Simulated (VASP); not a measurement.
# SrP10 (Fm-3m) in VASP: single point with PBE

Aim: the single point of SrP10 with PBE.

Everything below comes from runs of VASP 6.6.1. Logs are shortened: lines on timing, memory, paths and dates and some standing lists are left out, and cuts for length are marked.

## Step 1: The cell of the first run

It takes space group Fm-3m (No. 225, cubic). Conventional cell: a = 10.078 Å, b = 10.078 Å, c = 10.078 Å, α = 90.00°, β = 90.00°, γ = 90.00°. Within 5.5 Å of Sr (site symmetry m-3m) lie 32 P at 4.21 to 4.36 Å. Within 3.1 Å of P (site symmetry -43m) lie 4 P at 2.34 Å. P (site symmetry 3m) has 4 P at 2.34 Å within 3.1 Å.

The cell was built from a structure type or drawn by symmetry, and may not be a known phase.

## Step 2: Single point, PBE

Input file INCAR:

```
  PREC = Accurate
  ENCUT = 520
  EDIFF = 1E-6
  ISMEAR = 0
  SIGMA = 0.1
  LREAL = False
  LASPH = True
  NELM = 100
  ALGO = Fast
  ISIF = 2
  LWAVE = False
  LCHARG = False
  GGA = PE
  NBANDS = 41
```

Input file KPOINTS:

```
regular mesh
0
Gamma
  8 8 8
```

Input file POSCAR:

```
SrP10
1.0
    0.0000000000      5.0389319662      5.0389319662
    5.0389319662      0.0000000000      5.0389319662
    5.0389319662      5.0389319662      0.0000000000
Sr P
1 10
Direct
    0.5000000000      0.5000000000      0.5000000000
    0.2500000000      0.2500000000      0.2500000000
    0.8840376999      0.8840376999      0.8840376999
    0.8840376999      0.8840376999      0.3478869004
    0.8840376999      0.3478869004      0.8840376999
    0.3478869004      0.8840376999      0.8840376999
    0.6521130996      0.1159623001      0.1159623001
    0.1159623001      0.1159623001      0.6521130996
    0.1159623001      0.6521130996      0.1159623001
    0.1159623001      0.1159623001      0.1159623001
    0.7500000000      0.7500000000      0.7500000000
```

Potentials or basis: VASP PAW PBE potentials, release 64 (Sr_sv, P).

Command:

```console
> cat potpaw_PBE.64/Sr_sv/POTCAR potpaw_PBE.64/P/POTCAR > POTCAR
> mpirun -np 1 vasp_std > vasp.out
```

OUTCAR:

```text
PREC = Accurate
   ENCUT = 520
   EDIFF = 1E-6
   ISMEAR = 0
   LREAL = False
   LASPH = True
   NELM = 100
   ISIF = 2
   GGA = PE

 ion  position               nearest neighbor table
   1  0.500  0.500  0.500-
   2  0.250  0.250  0.250-   7 2.34   8 2.34   9 2.34  10 2.34
   3  0.884  0.884  0.884-   7 2.34   8 2.34   9 2.34  11 2.34
   4  0.884  0.884  0.348-  10 2.34   9 2.34   7 2.34  11 2.34
   5  0.884  0.348  0.884-  10 2.34   8 2.34   7 2.34  11 2.34
   6  0.348  0.884  0.884-  10 2.34   9 2.34   8 2.34  11 2.34
   7  0.652  0.116  0.116-   3 2.34   4 2.34   5 2.34   2 2.34
   8  0.116  0.116  0.652-   3 2.34   5 2.34   6 2.34   2 2.34
   9  0.116  0.652  0.116-   3 2.34   4 2.34   6 2.34   2 2.34
  10  0.116  0.116  0.116-   4 2.34   5 2.34   6 2.34   2 2.34
  11  0.750  0.750  0.750-   4 2.34   5 2.34   6 2.34   3 2.34

  LATTYP: Found a face centered cubic cell.
 ALAT       =    10.0778639324

  Lattice vectors:

 A1 = (   0.0000000000,   5.0389319662,   5.0389319662)
 A2 = (   5.0389319662,   0.0000000000,   5.0389319662)
 A3 = (   5.0389319662,   5.0389319662,   0.0000000000)

Analysis of symmetry for initial positions (statically):
=====================================================================
 Subroutine PRICEL returns:
 Original cell was already a primitive cell.

 Routine SETGRP: Setting up the symmetry group for a
 face centered cubic supercell.

 Subroutine GETGRP returns: Found 48 space group operations
 (whereof 48 operations were pure point group operations)
 out of a pool of 48 trial point group operations.

The static configuration has the point symmetry O_h .

Analysis of symmetry for dynamics (positions and initial velocities):
=====================================================================
 Subroutine PRICEL returns:
 Original cell was already a primitive cell.

 Routine SETGRP: Setting up the symmetry group for a
 face centered cubic supercell.

 Subroutine GETGRP returns: Found 48 space group operations
 (whereof 48 operations were pure point group operations)
 out of a pool of 48 trial point group operations.

The dynamic configuration has the point symmetry O_h .

 Subroutine INISYM returns: Found 48 space group operations
 (whereof 48 operations are pure point group operations),
 and found     1 'primitive' translations

----------------------------------------------------------------------------------------
[... 116 lines left out ...]
   NFREE  =      0    steps in history (QN), initial steepest desc. (CG)
   ISIF   =      2    stress and relaxation
   ISYM   =      2    0-nonsym 1-usesym 2-fastsym
   POTIM  = 0.5000    time-step for ionic-motion
   TEBEG  =    0.0;   TEEND  =   0.0 temperature during run
   PSTRESS=    0.0 pullay stress
   NELECT =      60.0000    total number of electrons
   NUPDOWN=      -1.0000    fix difference up-down
   EMIN   =  10.00;   EMAX   =-10.00  energy-range for DOS
   EFERMI =   0.00;   METHOD = LEGACY
   ISMEAR =     0;   SIGMA  =   0.10  broadening in eV -4-tet -1-fermi 0-gaus
   EFERMI_NEDOS =   21; number of points for ismear=-14 and -15
   IALGO  =     68    algorithm
   IMIX   =      4    mixing-type and parameters
     AMIX     =   0.40;   BMIX     =  1.00
     AMIX_MAG =   1.60;   BMIX_MAG =  1.00
  volume/ion in A,a.u.               =      23.26       156.98
  Fermi-wavevector in a.u.,A,eV,Ry     =   1.009509  1.907695 13.865805  1.019108
  Thomas-Fermi vector in A             =   2.142441
   LORBIT       =      0    0 simple, 1 ext, 2 COOP (PROOUT), +10 PAW based schemes
   GGA     = PE    functional components
   LHFCALC =     F    Hartree Fock is set to
   AEXX    =    0.0000 exact exchange contribution
   IVDW    =     0    specifies the selected vdW correction
   LEPSILON=     F    determine dielectric tensor
   LRPA    =     F    only Hartree local field effects (RPA)
 non-spin polarized calculation
 RMM-DIIS sequential band-by-band and
 Gauss-broadening in eV      SIGMA  =   0.10
  energy-cutoff  :      520.00
  volume of cell :      255.89
 maximum number of plane-waves:      6934
 NGX is ok and might be reduce to    54
   NGX = 27   NGY = 27   NGZ = 27

 number of electron      59.9999995 magnetization

 Free energy of the ion-electron system (eV)
  ---------------------------------------------------
  ext. energy  EPLUGINS =         0.00000000
  ---------------------------------------------------
  free energy    TOTEN  =       -51.62868914 eV

  energy without entropy =      -51.60129859  energy(sigma->0) =      -51.61499386

 E-fermi :   5.3002     XC(G=0):  -9.0476

 val. band max:        5.2653050647   @ k =   0.2500   0.1250   0.0000
 cond. band min:       5.3192229605   @ k =   0.3750   0.0000   0.0000
 fundamental gap:      0.0539178958
 Fermi energy:         5.3001997246

 k-point     1 :       0.0000    0.0000    0.0000
  band No.  band energies     occupation
      1     -32.1218      2.00000
      2     -14.0318      2.00000
      3     -14.0318      2.00000
      4     -14.0318      2.00000
      5     -10.2428      2.00000
      6      -7.4583      2.00000
[... 1045 lines left out ...]
     40       7.9155      0.00000
     41       7.9699      0.00000

 [... further k-points ...]
[... 5 lines left out ...]
  --------------------------------------------------------------------------------------
  -------------------------------------------------------------------------------------
  Total       -0.1681758     -0.1681758     -0.1681758     -0.0000000      0.0000000      0.0000000
  in kB       -1.0530005     -1.0530005     -1.0530005     -0.0000000      0.0000000      0.0000000
  external PRESSURE =      -1.0530005 kB  Pullay stress =       0.0000000 kB

 VOLUME and BASIS-vectors are now :
 -----------------------------------------------------------------------------
  energy-cutoff  :      520.00
  volume of cell :      255.89
      direct lattice vectors                 reciprocal lattice vectors
     0.000000000  5.038931966  5.038931966    -0.099227377  0.099227377  0.099227377
     5.038931966  0.000000000  5.038931966     0.099227377 -0.099227377  0.099227377
     5.038931966  5.038931966  0.000000000     0.099227377  0.099227377 -0.099227377

 POSITION                                       TOTAL-FORCE (eV/Angst)
 -----------------------------------------------------------------------------------
      5.03893      5.03893      5.03893        -0.000000      0.000000      0.000000
      2.51947      2.51947      2.51947        -0.000000      0.000000      0.000000
      8.90921      8.90921      8.90921         0.009699      0.009699      0.009699
      6.20758      6.20758      8.90921        -0.009699     -0.009699      0.009699
      6.20758      8.90921      6.20758        -0.009699      0.009699     -0.009699
      8.90921      6.20758      6.20758         0.009699     -0.009699     -0.009699
      1.16865      3.87028      3.87028        -0.009699      0.009699      0.009699
      3.87028      3.87028      1.16865         0.009699      0.009699     -0.009699
      3.87028      1.16865      3.87028         0.009699     -0.009699      0.009699
      1.16865      1.16865      1.16865        -0.009699     -0.009699     -0.009699
      7.55840      7.55840      7.55840        -0.000000      0.000000      0.000000
 -----------------------------------------------------------------------------------
    total drift:                               -0.000000      0.000000      0.000000

  FREE ENERGIE OF THE ION-ELECTRON SYSTEM (eV)
  ---------------------------------------------------
  free  energy   TOTEN  =       -51.6286891418 eV

  energy  without entropy=      -51.6012985873  energy(sigma->0) =      -51.61499386
```

stdout:

```text
POSCAR found type information on POSCAR SrP
 POSCAR found :  2 types and      11 ions
 scaLAPACK will be used
 LDA part: xc-table for (Slater+PW92), standard interpolation
 POSCAR, INCAR and KPOINTS ok, starting setup
 FFT: planning ... GRIDC
 FFT: planning ... GRID_SOFT
 FFT: planning ... GRID
 WAVECAR not read
 entering main loop
WARNING in EDDRMM: call to ZHEGV failed, returncode =   6  3     27
WARNING in EDDRMM: call to ZHEGV failed, returncode =   6  3     19
WARNING in EDDRMM: call to ZHEGV failed, returncode =   6  3     16
WARNING in EDDRMM: call to ZHEGV failed, returncode =   6  3     26
```

Wall time 5.3 min (1 thread of Intel Xeon Platinum 8559C (Emerald Rapids), shared host); peak memory 0.53 GiB.

What came out:

```
Free energy            : -51.6287 eV
Pressure               : -0.1 GPa
Largest force          : 0.017 eV/Å
Band gap on the k mesh : zero (bands 30 and 31 overlap by 1.12 eV)
```

Forces on the atoms (eV/Å):
```
Sr   0.000  0.000  0.000
P    0.000  0.000  0.000
P    0.010  0.010  0.010
P   -0.010 -0.010  0.010
P   -0.010  0.010 -0.010
P    0.010 -0.010 -0.010
P   -0.010  0.010  0.010
P    0.010  0.010 -0.010
P    0.010 -0.010  0.010
P   -0.010 -0.010 -0.010
P    0.000  0.000  0.000
```
